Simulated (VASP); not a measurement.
# In7GaP8 (a cell with a defect) in VASP: notebook

Runs on In7GaP8 (a cell with a defect). Level: PBE. Tasks: single point.

Program: VASP 6.6.1. These are calculated values, not measurements. Logs are shortened: lines on timing, memory, paths and dates and some standing lists are left out, and cuts for length are marked.

### 1 The cell of the first run

The cell holds a defect, 16 atoms: a = 8.428 Å, b = 8.428 Å, c = 8.428 Å, α = 60.00°, β = 60.00°, γ = 60.00°.

### 2 Single point, PBE, collinear spin

Input file INCAR:

```
SYSTEM = In7GaP8
PREC = Accurate
ENCUT = 520
EDIFF = 1E-6
ISMEAR = 0
SIGMA = 0.02
LREAL = Auto
LASPH = .True.
NELM = 150
ALGO = Normal
ISIF = 2
LWAVE = .False.
LCHARG = .False.
ISPIN = 2
MAGMOM = 0.2 0 0 0 0 0 0 0 0.2 0 0 0 0.2 0.2 0.2 0
LORBIT = 11
GGA = PE
NBANDS = 90
NELECT = 145.0
```

Input file KPOINTS:

```
regular mesh
0
Gamma
  3 3 3
  0 0 0
```

Input file POSCAR:

```
In7GaP8
1.0
    0.0000000000      5.9597880289     -5.9597880289
    5.9597880289      5.9597880289      0.0000000000
    5.9597880289      0.0000000000     -5.9597880289
Ga In P
1 7 8
Direct
    0.5000000000      0.5000000000      0.0000000000
    0.4979978279      0.0020021721     -0.0020021721
    1.0020021721      0.4979978279     -0.0020021721
    1.0020021721      0.0020021721     -0.0020021721
    0.4979978279      0.4979978279      0.5020021721
    0.4979978279      0.0020021721      0.5020021721
    1.0020021721      0.4979978279      0.5020021721
    1.0000000000      0.0000000000      0.5000000000
    0.3806953606      0.3806953606      0.3579139182
    0.3758463249      0.8747178917      0.3747178917
    0.8747178917      0.3758463249      0.3747178917
    0.8747178917      0.8747178917      0.3747178917
    0.3806953606      0.3806953606      0.8806953606
    0.3806953606      0.8579139182      0.8806953606
    0.8579139182      0.3806953606      0.8806953606
    0.8747178917      0.8747178917      0.8758463249
```

Potentials or basis: VASP PAW PBE potentials, release 64 (Ga_d, In_d, P).

On the command line:

```bash
$ cat potpaw_PBE.64/Ga_d/POTCAR potpaw_PBE.64/In_d/POTCAR potpaw_PBE.64/P/POTCAR > POTCAR
$ mpirun -np 1 vasp_std > vasp.out
```

OUTCAR:

```text
SYSTEM = In7GaP8
   PREC = Accurate
   ENCUT = 520
   EDIFF = 1E-6
   ISMEAR = 0
   LREAL = Auto
   LASPH = .True.
   NELM = 150
   ISIF = 2
   ISPIN = 2
   LORBIT = 11
   GGA = PE
   NELECT = 145.0

 ion  position               nearest neighbor table
   1  0.500  0.500  0.000-   9 2.46  13 2.46  14 2.46  15 2.46
   2  0.498  0.002  0.998-  10 2.59  16 2.59  14 2.61  13 2.61
   3  0.002  0.498  0.998-  11 2.59  16 2.59  15 2.61  13 2.61
   4  0.002  0.002  0.998-  16 2.59  12 2.59  15 2.61  14 2.61
   5  0.498  0.498  0.502-  10 2.59  11 2.59   9 2.61  13 2.61
   6  0.498  0.002  0.502-  10 2.59  12 2.59   9 2.61  14 2.61
[... 8 lines left out ...]
  15  0.858  0.381  0.881-   1 2.46   3 2.61   4 2.61   7 2.61
  16  0.875  0.875  0.876-   8 2.59   4 2.59   2 2.59   3 2.59

  LATTYP: Found a face centered cubic cell.
 ALAT       =    11.9195760578

  Lattice vectors:

 A1 = (   0.0000000000,   5.9597880289,  -5.9597880289)
 A2 = (   5.9597880289,   5.9597880289,   0.0000000000)
 A3 = (   5.9597880289,   0.0000000000,  -5.9597880289)

Analysis of symmetry for initial positions (statically):
=====================================================================
 Subroutine PRICEL returns:
 Original cell was already a primitive cell.

 Routine SETGRP: Setting up the symmetry group for a
 face centered cubic supercell.

 Subroutine GETGRP returns: Found 24 space group operations
 (whereof  4 operations were pure point group operations)
 out of a pool of 48 trial point group operations.

The static configuration has the point symmetry C_2v.
 The point group associated with its full space group is T_d .

Analysis of symmetry for dynamics (positions and initial velocities):
=====================================================================
 Subroutine PRICEL returns:
 Original cell was already a primitive cell.

 Routine SETGRP: Setting up the symmetry group for a
 face centered cubic supercell.

 Subroutine GETGRP returns: Found 24 space group operations
 (whereof  4 operations were pure point group operations)
 out of a pool of 48 trial point group operations.

The dynamic configuration has the point symmetry C_2v.
 The point group associated with its full space group is T_d .

Analysis of structural, dynamic, and magnetic symmetry:
=====================================================================
 Subroutine PRICEL returns:
 Original cell was already a primitive cell.

 Routine SETGRP: Setting up the symmetry group for a
 face centered cubic supercell.

 Subroutine GETGRP returns: Found 24 space group operations
 (whereof  4 operations were pure point group operations)
 out of a pool of 48 trial point group operations.

The overall configuration has the point symmetry C_2v.
 The point group associated with its full space group is T_d .

 Subroutine INISYM returns: Found 24 space group operations
 (whereof  4 operations are pure point group operations),
 and found     1 'primitive' translations

----------------------------------------------------------------------------------------

                                     Primitive cell

  volume of cell :     423.3723

  direct lattice vectors                    reciprocal lattice vectors
     0.000000000  5.959788029 -5.959788029    -0.083895601  0.083895601 -0.083895601
     5.959788029  5.959788029  0.000000000     0.083895601  0.083895601  0.083895601
     5.959788029  0.000000000 -5.959788029     0.083895601 -0.083895601 -0.083895601

  length of vectors
     8.428413059  8.428413059  8.428413059     0.145311444  0.145311444  0.145311444

  position of ions in fractional coordinates (direct lattice)
     0.500000000  0.500000000  0.000000000
     0.497997828  0.002002172  0.997997828
     0.002002172  0.497997828  0.997997828
     0.002002172  0.002002172  0.997997828
     0.497997828  0.497997828  0.502002172
     0.497997828  0.002002172  0.502002172
[... 8 lines left out ...]
     0.857913918  0.380695361  0.880695361
     0.874717892  0.874717892  0.875846325

  ion indices of the primitive-cell ions
   primitive index   ion index
                 1           1
                 2           2
                 3           3
[... 45 lines left out ...]
 -0.333333  0.333333  0.000000     12.000000
   k-points           NKPTS =      4   k-points in BZ     NKDIM =      4   number of bands    NBANDS=     90
   number of dos      NEDOS =    301   number of ions     NIONS =     16
   total plane-waves  NPLWV = 262144
   dimension x,y,z NGX =    64 NGY =   64 NGZ =   64
   dimension x,y,z NGXF=   128 NGYF=  128 NGZF=  128
   ions per type =               1   7   8
   NGX,Y,Z   is equivalent  to a cutoff of  12.62, 12.62, 12.62 a.u.
   NGXF,Y,Z  is equivalent  to a cutoff of  25.25, 25.25, 25.25 a.u.
 SYSTEM =  In7GaP8
   PREC   = accura    normal or accurate (medium, high low for compatibility)
   ISTART =      0    job   : 0-new  1-cont  2-samecut
   ICHARG =      2    charge: 1-file 2-atom 10-const
   ISPIN  =      2    spin polarized calculation?
   LNONCOLLINEAR =      F non collinear calculations
   LSORBIT =      F    spin-orbit coupling
   LASPH  =      T    aspherical Exc in radial PAW
   ENCUT  =  520.0 eV  38.22 Ry    6.18 a.u.  15.67 15.67 15.67*2*pi/ulx,y,z
   NELM   =    150;   NELMIN=  2; NELMDL= -5     # of ELM steps
   EDIFF  = 0.1E-05   stopping-criterion for ELM
   LREAL  =      T    real-space projection
   EDIFFG = 0.1E-04   stopping-criterion for IOM
   NSW    =      0    number of steps for IOM
[... 5 lines left out ...]
   TEBEG  =    0.0;   TEEND  =   0.0 temperature during run
   PSTRESS=    0.0 pullay stress
   NELECT =     145.0000    total number of electrons
   NUPDOWN=      -1.0000    fix difference up-down
   EMIN   =  10.00;   EMAX   =-10.00  energy-range for DOS
   EFERMI =   0.00;   METHOD = LEGACY
   ISMEAR =     0;   SIGMA  =   0.02  broadening in eV -4-tet -1-fermi 0-gaus
   EFERMI_NEDOS =   21; number of points for ismear=-14 and -15
   IALGO  =     38    algorithm
   IMIX   =      4    mixing-type and parameters
     AMIX     =   0.40;   BMIX     =  1.00
     AMIX_MAG =   1.60;   BMIX_MAG =  1.00
  volume/ion in A,a.u.               =      26.46       178.57
  Fermi-wavevector in a.u.,A,eV,Ry     =   1.145399  2.164490 17.850003  1.311938
  Thomas-Fermi vector in A             =   2.282087
   LORBIT       =     11    0 simple, 1 ext, 2 COOP (PROOUT), +10 PAW based schemes
   GGA     = PE    functional components
   LHFCALC =     F    Hartree Fock is set to
   AEXX    =    0.0000 exact exchange contribution
   IVDW    =     0    specifies the selected vdW correction
   LEPSILON=     F    determine dielectric tensor
   LRPA    =     F    only Hartree local field effects (RPA)
 spin polarized calculation
 Gauss-broadening in eV      SIGMA  =   0.02
  energy-cutoff  :      520.00
  volume of cell :      423.37
 maximum number of plane-waves:     11527
 NGX is ok and might be reduce to    64
   NGX = 31   NGY = 31   NGZ = 31

 number of electron     145.0000027 magnetization      -0.0002929

 number of electron     145.0000027 magnetization       0.0000540

 Free energy of the ion-electron system (eV)
  ---------------------------------------------------
  ext. energy  EPLUGINS =         0.00000000
  ---------------------------------------------------
  free energy    TOTEN  =       -62.02863462 eV

  energy without entropy =      -62.02760395  energy(sigma->0) =      -62.02811928

 E-fermi :   5.9739     XC(G=0):  -9.0837

 val. band max:        5.6872716320   @ k =   0.0000   0.0000   0.0000
 cond. band min:       5.9956060674   @ k =   0.3333   0.0000   0.0000
 fundamental gap:      0.3083344354
 Fermi energy:         5.9739113249

 spin component 1

 k-point     1 :       0.0000    0.0000    0.0000
  band No.  band energies     occupation
      1      -9.9406      1.00000
      2      -9.9406      1.00000
      3      -9.9406      1.00000
      4      -9.8627      1.00000
      5      -9.8627      1.00000
      6      -9.8322      1.00000
[... 337 lines left out ...]
     83       8.0722      0.00000
     84       8.1663      0.00000
 Fermi energy:         5.9739113249

 spin component 2

 k-point     1 :       0.0000    0.0000    0.0000
  band No.  band energies     occupation
      1      -9.9407      1.00000
      2      -9.9407      1.00000
      3      -9.9407      1.00000
      4      -9.8628      1.00000
      5      -9.8628      1.00000
      6      -9.8322      1.00000
[... 337 lines left out ...]
     83       8.0722      0.00000
     84       8.1663      0.00000
 [bands above 84 left out]

------------------------ aborting loop because EDIFF is reached ----------------------------------------

  FORCE on cell =-STRESS in cart. coord.  units (eV):
  Direction    XX          YY          ZZ          XY          YZ          ZX
  --------------------------------------------------------------------------------------
  -------------------------------------------------------------------------------------
  Total        8.2565601      8.2565601      8.2565601      0.0000000      0.0000000      0.0000000
  in kB       31.2454866     31.2454866     31.2454866      0.0000000      0.0000000      0.0000000
  external PRESSURE =      31.2454866 kB  Pullay stress =       0.0000000 kB

 VOLUME and BASIS-vectors are now :
 -----------------------------------------------------------------------------
  energy-cutoff  :      520.00
  volume of cell :      423.37
      direct lattice vectors                 reciprocal lattice vectors
     0.000000000  5.959788029 -5.959788029    -0.083895601  0.083895601 -0.083895601
     5.959788029  5.959788029  0.000000000     0.083895601  0.083895601  0.083895601
     5.959788029  0.000000000 -5.959788029     0.083895601 -0.083895601 -0.083895601

 POSITION                                       TOTAL-FORCE (eV/Angst)
 -----------------------------------------------------------------------------------
      2.97989      5.95979     -2.97989         0.000000      0.000000     -0.000000
      5.95979      2.97989     -8.91582         0.000000      0.000000      0.000876
      8.91582      2.97989     -5.95979        -0.000876      0.000000     -0.000000
      5.95979      0.02387     -5.95979         0.000000      0.000876     -0.000000
      5.95979      5.93592     -5.95979         0.000000     -0.000876     -0.000000
      3.00376      2.97989     -5.95979         0.000876      0.000000     -0.000000
[... 8 lines left out ...]
      7.51762      7.38185    -10.36174         0.004708     -0.004708      0.004708
     10.43299     10.42627    -10.43299         0.001358     -0.001358     -0.001358
 -----------------------------------------------------------------------------------
    total drift:                               -0.000003     -0.000003      0.000003

  FREE ENERGIE OF THE ION-ELECTRON SYSTEM (eV)
  ---------------------------------------------------
  free  energy   TOTEN  =       -62.0286346172 eV

  energy  without entropy=      -62.0276039472  energy(sigma->0) =      -62.02811928

 total charge

# of ion       s       p       d       tot
------------------------------------------
    1        0.910   0.703   9.989  11.603
    2        0.851   0.705   9.891  11.447
    3        0.851   0.705   9.891  11.447
    4        0.851   0.705   9.891  11.447
    5        0.851   0.705   9.891  11.447
    6        0.851   0.705   9.891  11.447
[... 8 lines left out ...]
   15        1.057   1.444   0.000   2.501
   16        1.044   1.471   0.000   2.515
--------------------------------------------------
tot         15.260  17.319  79.226 111.805

 magnetization (x)

# of ion       s       p       d       tot
------------------------------------------
    1       -0.000  -0.000  -0.000  -0.000
    2       -0.000  -0.000  -0.000  -0.000
    3       -0.000  -0.000  -0.000  -0.000
    4       -0.000  -0.000  -0.000  -0.000
    5       -0.000  -0.000  -0.000  -0.000
    6       -0.000  -0.000  -0.000  -0.000
[... 8 lines left out ...]
   15        0.000   0.000   0.000   0.000
   16        0.000   0.000   0.000   0.000
--------------------------------------------------
tot          0.000   0.000  -0.000   0.000
```

It took 23 min on 1 thread of Intel Xeon 8259CL, shared host; peak memory 0.87 GiB.

What came out:

```
Free energy                                           : -62.0286 eV
Largest force                                         : 0.008 eV/Å
Net moment                                            : 0.00 μB per cell
Valence electrons inside the program's atomic spheres : Ga 11.60; In 11.45, 11.46 (each value once); P 2.50, 2.52 (each value once)
```

Forces on the atoms (eV/Å):
```
Ga   0.000  0.000  0.000
In   0.000  0.000  0.001
In  -0.001  0.000  0.000
In   0.000  0.001  0.000
In   0.000 -0.001  0.000
In   0.001  0.000  0.000
In   0.000  0.000 -0.001
In   0.000  0.000  0.000
P   -0.005  0.005  0.005
P   -0.001  0.001 -0.001
P    0.001  0.001  0.001
P   -0.001 -0.001  0.001
P    0.005  0.005 -0.005
P   -0.005 -0.005 -0.005
P    0.005 -0.005  0.005
P    0.001 -0.001 -0.001
```

Caveat: the cell carries a net charge on a neutralising background, which shifts energy and pressure; the cell is charged against a uniform background, so pressure and absolute levels hang on convention; spin-orbit coupling is left out, which moves the levels of the heavy elements.

(Continued in part 2 of 2.)
